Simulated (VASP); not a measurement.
Wanted: the native input for a VASP 6.6.1 run.

```yaml
Task: single point
Functional: PBEsol
Potentials_or_basis: VASP PAW PBE potentials, release 64 (B)
Cutoff: 520 eV
k_mesh: 18 × 18 × 18
Occupations: fermi-dirac, width 0.05 eV
Spin: no spin polarisation
Dipole_correction: no
Further_INCAR_settings: ALGO = Normal; EDIFF = 1e-06; NBANDS = 10
```

The structure of B lies in POSCAR:

```
B
1.0
    0.0000000000      1.7897551257      1.7897551257
    1.7897551257      0.0000000000      1.7897551257
    1.7897551257      1.7897551257      0.0000000000
B
2
Direct
   -0.1250000000     -0.1250000000     -0.1250000000
    0.1250000000      0.1250000000      0.1250000000
```

This cell differs from its parent crystal: volume scaled by 0.7.

The input as run:

INCAR

```
SYSTEM = B
PREC = Accurate
ENCUT = 520
EDIFF = 1E-6
ISMEAR = -1
SIGMA = 0.05
LREAL = .FALSE.
LASPH = .TRUE.
NELM = 80
ALGO = Normal
ISIF = 2
LWAVE = .FALSE.
LCHARG = .FALSE.
GGA = PS
NBANDS = 10
```

KPOINTS

```
regular mesh
0
G
  18 18 18
  0 0 0
```

Potentials or basis: VASP PAW PBE potentials, release 64 (B).

Launch:

```bash
$ cat potpaw_PBE.64/B/POTCAR > POTCAR
$ mpirun -np 1 vasp_std > vasp.out
```

Results of the run:

- Pressure: 121.6 GPa
- Band gap on the k mesh: zero (band 3 reaches 12.48 eV, above the bottom of band 4 at 2.39 eV)

Caveat: the PAW data sets were made with another functional, which shifts forces and pressure a little.

Run time: 9.2 s on 1 thread of AMD EPYC 9R45 96-Core Processor (Zen 5) (shared host), peak memory 0.1 GiB.
